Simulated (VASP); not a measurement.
Here is a VASP 6.6.1 calculation.

The input POSCAR:

```
SiC
1.0
    3.0344273363      0.0000000000      0.0000000000
   -1.5172136681      2.6278870731      0.0000000000
    0.0000000000      0.0000000000      4.9797754205
Si C
2 2
Direct
    0.3333333333      0.6666666667      0.0000000000
    0.6666666667      0.3333333333      0.5000000000
    0.3333333333      0.6666666667      0.3850000000
    0.6666666667      0.3333333333      0.8850000000
```

Contents of INCAR.step1:

```
SYSTEM = SiC
PREC = Accurate ; ENCUT = 520
ISMEAR = 0 ; SIGMA = 0.01
LREAL = .False. ; LASPH = .True.
NELM = 60 ; NBANDS = 16
GGA = PE ; ALGO = Normal
EDIFF = 1E-4 ; LWAVE = .True.
LCHARG = .False.
```

INCAR.step2

```
SYSTEM = SiC
PREC = Accurate ; ENCUT = 520
EDIFF = 1E-7 ; ISMEAR = 0
SIGMA = 0.01 ; LREAL = .False.
LASPH = .True. ; NELM = 60
ALGO = Normal ; ISIF = 2
LWAVE = .False. ; LCHARG = .False.
METAGGA = R2SCAN ; LMIXTAU = .True.
NBANDS = 16 ; ISTART = 1
```

The input KPOINTS:

```
regular mesh
0
Gamma
  12 12 4
  0 0 0
```

Potentials or basis: VASP PAW PBE potentials, release 64 (Si, C).

The run is started by

```console
$ cat potpaw_PBE.64/Si/POTCAR potpaw_PBE.64/C/POTCAR > POTCAR
$ cp INCAR.step1 INCAR
$ mpirun -np 1 vasp_std > vasp.out
$ cp INCAR.step2 INCAR
$ mpirun -np 1 vasp_std > vasp.out
```

**Question.** Estimate the largest force.

**Answer.** 0.836 eV/Å.

**Question.** What does it give for the band gap on the k mesh?

**Answer.** 2.64 eV (least direct gap 4.69 eV).

**Question.** Predict the pressure.

**Answer.** 10.0 GPa.

Stress tensor (GPa, compression positive):
```
12.01  0.00  0.00
 0.00 12.01  0.00
 0.00  0.00  6.08
```

Caveat: the cell stands under pressure; the PAW data sets were made with another functional, which shifts forces and pressure a little. A k mesh can miss the band edges.
